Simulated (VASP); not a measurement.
Set up this calculation in VASP 6.6.1, as the native input.

```yaml
Task: density of states
Functional: LDA
Potentials_or_basis: VASP PAW LDA potentials, release 64 (Ni_sv_GW, O)
Cutoff: 520 eV
k_mesh: 6 × 6 × 6
Occupations: fermi-dirac, width 0.05 eV
Spin: collinear spin, ferromagnetic start
Starting_moments: "[1.0, 0.0] μB"
Dipole_correction: no
k_mesh_for_the_DOS: 9 × 9 × 9
Second_run: valence_matched
Occupations_for_the_DOS: tetrahedron
Further_INCAR_settings: ALGO = Normal; EDIFF = 1e-06
```

NiO:

```
CELL_PARAMETERS angstrom
0.00000 2.09131 2.09131
2.09131 0.00000 2.09131
2.09131 2.09131 0.00000
ATOMIC_POSITIONS crystal
Ni 0.00000 0.00000 0.00000
O 0.50000 0.50000 0.50000
```

The input as run:

POSCAR

```
NiO
1.0
    0.0000000000      2.0913095100      2.0913095100
    2.0913095100      0.0000000000      2.0913095100
    2.0913095100      2.0913095100      0.0000000000
Ni O
1 1
Direct
    0.0000000000      0.0000000000      0.0000000000
    0.5000000000      0.5000000000      0.5000000000
```

INCAR.step1

```
SYSTEM = NiO
PREC = Accurate
ENCUT = 520
EDIFF = 1E-6
ISMEAR = -1
SIGMA = 0.05
LREAL = .False.
LASPH = .True.
NELM = 200
ALGO = Normal
ISIF = 2
LWAVE = .False.
LCHARG = .True.
ISPIN = 2
MAGMOM = 1 0
LMAXMIX = 4
NBANDS = 23
GGA_COMPAT = .False.
NEDOS = 2001
LORBIT = 11
```

KPOINTS.step1

```
Automatic mesh
0
Gamma
  6 6 6
  0 0 0
```

INCAR.step2

```
SYSTEM = NiO
PREC = Accurate
ENCUT = 520
EDIFF = 1E-6
ISMEAR = -5
SIGMA = 0.05
LREAL = .False.
LASPH = .True.
NELM = 200
ALGO = Normal
ISIF = 2
LWAVE = .False.
LCHARG = .False.
ISPIN = 2
MAGMOM = 1 0
LORBIT = 11
LMAXMIX = 4
NEDOS = 1001
ICHARG = 11
GGA_COMPAT = .False.
```

KPOINTS.step2

```
Automatic mesh
0
Gamma
  9 9 9
  0 0 0
```

Potentials or basis: VASP PAW LDA potentials, release 64 (Ni_sv_GW, O).

Command:

```sh
$ cat potpaw_LDA.64/Ni_sv_GW/POTCAR potpaw_LDA.64/O/POTCAR > POTCAR
$ cp INCAR.step1 INCAR
$ cp KPOINTS.step1 KPOINTS
$ mpirun -np 1 vasp_std > vasp.out
$ cp INCAR.step2 INCAR
$ cp KPOINTS.step2 KPOINTS
$ mpirun -np 1 vasp_std > vasp.out
```

Results of the run:

```
Net moment                                            : 0.00 μB per cell
Valence electrons inside the program's atomic spheres : Ni 16.25; O 4.90
```

Caveat: the k points lie up to 0.43 Å⁻¹ apart; semilocal functionals often make such compounds metallic where correlation or magnetic order opens a gap, which also shifts bond lengths.

Wall time 32 s on 1 thread of Intel(R) Xeon(R) Platinum 8259CL CPU @ 2.50GHz (Skylake/Cascade Lake), on a shared host, peak memory 0.15 GiB.
